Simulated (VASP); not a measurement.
## OsC3: single point with PBE

OsC3:

```xyz
4
Lattice="3.2775 0.0000 0.0000 0.0000 3.2775 0.0000 0.0000 0.0000 3.2775" Properties=species:S:1:pos:R:3 pbc="T T T"
Os    0.0000    0.0000    0.0000
C     0.0000    1.6387    1.6387
C     1.6387    0.0000    1.6387
C     1.6387    1.6387    0.0000
```

- Program: VASP 6.6.1
- Task: single point
- Functional: PBE
- Potentials or basis: VASP PAW PBE potentials, release 64 (Os, C)
- Cutoff: 520 eV
- k mesh: 6 × 6 × 6
- Occupations: gaussian, width 0.1 eV
- Spin: no spin polarisation

* Pressure: -5.2 GPa
* Band gap on the k mesh: zero (bands 10 and 11 overlap by 2.19 eV)

Levels at points of the mesh, in eV from the Fermi level:
| k point | band 6 | band 7 | band 8 | band 9 | band 10 | band 11 | band 12 | band 13 | band 14 | band 15 |
| --- | --- | --- | --- | --- | --- | --- | --- | --- | --- | --- |
| (0.00, 0.00, 0.00) | -5.28 | -2.05 | -2.05 | -2.05 | 0.12 | 0.12 | 0.52 | 0.52 | 0.52 | 4.28 |
| (0.50, 0.00, 0.00) | -6.27 | -2.00 | -1.86 | -1.62 | -1.62 | 0.59 | 1.02 | 1.44 | 1.44 | 5.34 |
| (0.50, 0.50, 0.00) | -5.60 | -1.90 | -1.44 | -0.89 | -0.43 | -0.34 | -0.34 | 1.58 | 4.71 | 5.24 |
| (0.50, 0.50, 0.50) | -6.33 | -6.33 | -0.65 | -0.65 | 1.63 | 1.63 | 1.63 | 2.41 | 4.14 | 4.14 |

Wall time 7.9 s on 1 thread of Intel(R) Xeon(R) Platinum 8375C CPU @ 2.90GHz (Ice Lake) (shared host), peak memory 0.14 GiB.

Caveat: the cell stands under tension; spin-orbit coupling is left out, which moves the levels of the heavy elements.
